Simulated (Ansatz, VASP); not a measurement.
# Two plane-wave programs on C

Contents of INCAR:

```
PREC = Accurate
ENCUT = 910
EDIFF = 1E-7
ISMEAR = 0
SIGMA = 0.1
LREAL = False
LASPH = True
NELM = 120
ALGO = Normal
ISIF = 3
LWAVE = False
LCHARG = False
GGA = PE
IBRION = 2
NSW = 90
EDIFFG = -0.04
GGA_COMPAT = False
NELMIN = 4
```

The input KPOINTS:

```
regular mesh
0
Gamma
  6 8 6
```

The input POSCAR:

```
C
1.0
    2.7544920200      0.0000000000      0.0000000000
    0.0000000000      2.1271635300      0.0000000000
   -1.1382990200      0.0000000000      2.7687800900
C
4
Direct
    0.7743377800      0.1595428100      0.1612302100
    0.2256622200      0.6595428100      0.3387697900
    0.2256622200      0.8404571900      0.8387697900
    0.7743377800      0.3404571900      0.6612302100
```

Input for Ansatz:

```yaml
crystal:
  lattice:
    - [2.75449202, 0.0, 0.0]
    - [0.0, 2.12716353, 0.0]
    - [-1.13829902, 0.0, 2.76878009]
  atoms:
    - { symbol: C, position: [0.77433778, 0.15954281, 0.16123021] }
    - { symbol: C, position: [0.22566222, 0.65954281, 0.33876979] }
    - { symbol: C, position: [0.22566222, 0.84045719, 0.83876979] }
    - { symbol: C, position: [0.77433778, 0.34045719, 0.66123021] }
basis:
  ecutwfc: 420
kpoints:
  mp_grid: { grid: [6, 8, 6] }
hamiltonian:
  xc: pbe
scf:
  occupations: { method: gaussian, width: 0.1 }
  lower_state_search: "off"
output:
  forces: true
  stress: true
  eigenvalues: true
relax:
  adjacent_minimum: "off"
  f_tol: 0.04
  max_steps: 70
  cell: { stress_tol: 0.4 }
```

Alike in both runs: task relaxation of cell and atoms; functional PBE; k mesh 6 × 8 × 6; occupations gaussian, width 0.1 eV; no spin polarisation.

|  | VASP | Ansatz |
| --- | --- | --- |
| version | VASP 6.6.1 | Ansatz 0.2.0 |
| potentials or method | VASP PAW PBE potentials, release 64 (C_h), cutoff 910 eV | scalar-relativistic, plane waves, PAW |
| valence electrons in the cell | 16 | 16 |

|  | VASP | Ansatz | Ansatz less VASP |
| --- | --- | --- | --- |
| relaxed volume (Å³/atom) | 6.94 | 10.28 | +3.347 |
| relaxed cell length with the largest relative difference (Å) | 3.640 | 5.217 | +1.5770 |

One of these differences is far larger than is usual between the two programs; its cause wasn't traced.

The k mesh is coarse, so the values compare programs but aren't converged. Noted on VASP's run: the cutoff is short for stress, so the pressure is rough; the volume moved by over 15 % at a fixed basis, so the end points are rough.
